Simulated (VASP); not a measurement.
Here is a VASP 6.6.1 calculation.

INCAR

```
  PREC = Accurate
  ENCUT = 520
  EDIFF = 1E-7
  ISMEAR = 1
  SIGMA = 0.15
  LREAL = False
  LASPH = True
  NELM = 80
  ALGO = Normal
  ISIF = 2
  LWAVE = False
  LCHARG = False
  GGA = PS
  NBANDS = 10
```

File KPOINTS:

```
Automatic mesh
0
Gamma
  5 5 5
```

File POSCAR:

```
Na
1.0
    0.0000000000      4.3373300000      4.3373300000
    4.3373300000      0.0000000000      4.3373300000
    4.3373300000      4.3373300000      0.0000000000
Na
1
Direct
    0.0000000000      0.0000000000      0.0000000000
```

Potentials or basis: VASP PAW PBE potentials, release 64 (Na_pv).

Command:

```bash
$ cat potpaw_PBE.64/Na_pv/POTCAR > POTCAR
$ mpirun -np 1 vasp_std > vasp.out
```

Predict the band gap on the k mesh.

zero (an odd number of electrons rules out a gap without spin polarisation).

Estimate the pressure.

-0.7 GPa.

Caveat: the PAW data sets were made with another functional, which shifts forces and pressure a little.
